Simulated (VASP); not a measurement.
Here is a VASP 6.6.1 calculation.

Contents of INCAR:

```
PREC     = Accurate       # precision mode
ENCUT    = 520            # plane-wave cutoff, eV
EDIFF    = 1E-6           # SCF threshold, eV
ISMEAR   = 0              # smearing method
SIGMA    = 0.02           # smearing width, eV
LREAL    = False          # projectors in reciprocal space
LASPH    = True           # aspherical terms in the spheres
NELM     = 100            # most SCF steps
ALGO     = Normal         # electronic algorithm
ISIF     = 2              # what is computed and relaxed
LWAVE    = False          # write WAVECAR
LCHARG   = False          # write CHGCAR
GGA      = PE             # functional
NBANDS   = 14             # bands
```

The input KPOINTS:

```
regular mesh
0
Gamma
  6 6 6
```

Contents of POSCAR:

```
NaI
1.0
    0.0000000000      3.2640968633      3.2640968633
    3.2640968633      0.0000000000      3.2640968633
    3.2640968633      3.2640968633      0.0000000000
Na I
1 1
Direct
    0.0000000000      0.0000000000      0.0000000000
    0.5000000000      0.5000000000      0.5000000000
```

Potentials or basis: VASP PAW PBE potentials, release 64 (Na_pv, I).

Run with:

```console
$ cat potpaw_PBE.64/Na_pv/POTCAR potpaw_PBE.64/I/POTCAR > POTCAR
$ mpirun -np 1 vasp_std > vasp.out
```

**Question.** Predict the band gap on the k mesh.

**Answer.** 3.57 eV, direct.

**Question.** Estimate the pressure.

**Answer.** 0.0 GPa.

Caveat: spin-orbit coupling is left out, which moves the levels of the heavy elements. A hybrid or GW would open this gap; PBE tends to underestimate it.
